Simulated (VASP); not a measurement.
Wanted: the native input for a VASP 6.6.1 run.

```yaml
Task: single point
Functional: LDA
Potentials_or_basis: VASP PAW LDA potentials, release 64 (Pd, Te)
Cutoff: 500 eV
k_mesh: 7 × 7 × 7
Occupations: fermi-dirac, width 0.05 eV
Spin: no spin polarisation
Hubbard_terms: Pd d U = 2.0 eV
Dipole_correction: no
Further_INCAR_settings: ALGO = Normal; EDIFF = 1e-06; NBANDS = 15
```

The structure of TePd lies in POSCAR:

```
TePd
1.0
    3.6310931200      0.0000000000      0.0000000000
    0.0000000000      3.6310931200      0.0000000000
    0.0000000000      0.0000000000      3.6310931200
Pd Te
1 1
Direct
    0.0000000000      0.0000000000      0.0000000000
    0.5000000000      0.5000000000      0.5000000000
```

One way to write it, as run:

INCAR

```
  PREC = Accurate
  ENCUT = 500
  EDIFF = 1E-6
  ISMEAR = -1
  SIGMA = 0.05
  LREAL = F
  LASPH = T
  NELM = 200
  ALGO = Normal
  ISIF = 2
  LWAVE = F
  LCHARG = F
  LMAXMIX = 4
  LDAU = T
  LDAUTYPE = 2
  LDAUL = 2 -1
  LDAUU = 2 0
  LDAUJ = 0 0
  LDAUPRINT = 1
  NBANDS = 15
  GGA_COMPAT = F
```

KPOINTS

```
regular mesh
0
Gamma
  7 7 7
```

Potentials or basis: VASP PAW LDA potentials, release 64 (Pd, Te).

Command:

```sh
$ cat potpaw_LDA.64/Pd/POTCAR potpaw_LDA.64/Te/POTCAR > POTCAR
$ mpirun -np 1 vasp_std > vasp.out
```

Results of the run:

* Pressure: -16.9 GPa
* Band gap on the k mesh: zero (bands 8 and 9 overlap by 2.14 eV)

Caveat: the cell stands under tension; spin-orbit coupling is left out, which moves the levels of the heavy elements; U without spin polarisation on a metal has little footing; the U is typed as a test and isn't derived for this compound.

It took 20 s on 1 thread of Intel Xeon 8259CL, on a shared host, peak memory 0.14 GiB.
